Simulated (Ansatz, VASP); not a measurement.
# One calculation of Hf2S, two programs

Contents of INCAR:

```
SYSTEM = Hf2S
ALGO     = Normal         ! electronic algorithm
EDIFF    = 1E-7           ! SCF threshold, eV
ENCUT    = 520            ! plane-wave cutoff, eV
GGA      = PS             ! functional
ISIF     = 2              ! what is computed and relaxed
ISMEAR   = -1             ! smearing method
LASPH    = .TRUE.         ! aspherical terms in the spheres
LCHARG   = .FALSE.        ! write CHGCAR
LREAL    = .FALSE.        ! projectors in reciprocal space
LWAVE    = .FALSE.        ! write WAVECAR
NBANDS   = 35             ! bands
NELM     = 60             ! most SCF steps
PREC     = Accurate       ! precision mode
SIGMA    = 0.02           ! smearing width, eV
```

File KPOINTS:

```
k-points
0
G
  12 12 4
  0 0 0
```

Contents of POSCAR:

```
Hf2S
1.0
    3.3742737662      0.0000000000      0.0000000000
   -1.6871368831      2.9222068008      0.0000000000
    0.0000000000      0.0000000000     11.7174070300
Hf S
4 2
Direct
    0.6666666667      0.3333333333      0.8998116400
    0.3333333333      0.6666666667      0.3998116400
    0.6666666667      0.3333333333      0.6001883600
    0.3333333333      0.6666666667      0.1001883600
    0.0000000000      0.0000000000      0.7500000000
    0.0000000000      0.0000000000      0.2500000000
```

Input for Ansatz:

```yaml
crystal:
  lattice:
    - [3.3742737662, 0.0, 0.0]
    - [-1.6871368831, 2.9222068008, 0.0]
    - [0.0, 0.0, 11.71740703]
  atoms:
    - { symbol: Hf, position: [0.6666666667, 0.3333333333, 0.89981164] }
    - { symbol: Hf, position: [0.3333333333, 0.6666666667, 0.39981164] }
    - { symbol: Hf, position: [0.6666666667, 0.3333333333, 0.60018836] }
    - { symbol: Hf, position: [0.3333333333, 0.6666666667, 0.10018836] }
    - { symbol: S, position: [0.0, 0.0, 0.75] }
    - { symbol: S, position: [0.0, 0.0, 0.25] }
basis:
  ecutwfc: 420
kpoints:
  mp_grid: { grid: [12, 12, 4] }
hamiltonian:
  xc: pbesol
scf:
  occupations: { method: fermi_dirac, width: 0.02 }
output:
  forces: true
  stress: true
  eigenvalues: true
```

Alike in both runs: task single point; functional PBEsol; k mesh 12 × 12 × 4; occupations fermi-dirac, width 0.02 eV; no spin polarisation.

|  | VASP | Ansatz |
| --- | --- | --- |
| version | VASP 6.6.1 | Ansatz 0.2.0 |
| potentials or method | VASP PAW PBE potentials, release 64 (Hf_pv, S), cutoff 520 eV | scalar-relativistic, plane waves, PAW |
| valence electrons in the cell | 52 | 116 |

```csv
,VASP,Ansatz,Ansatz less VASP
gap on the k mesh at the Fermi level (eV),none,none,-
pressure (GPa),-3.3,-2.8,+0.46
"traceless stress, the component that is largest in VASP (GPa)",0.21,0.21,-0.005
rms of the force components (eV/Å),0.102,0.099,-0.0033
```

VASP's potentials were made for PBE, not for PBEsol. Atom by atom the forces differ by 0.003 eV/Å (rms over components). A gap of «none» marks a metal or a gap that the smearing closes. VASP's potentials hold 52 valence electrons a cell and Ansatz's 116, so a difference there can come from the potentials and not from the codes.

Spin-orbit coupling is off throughout.
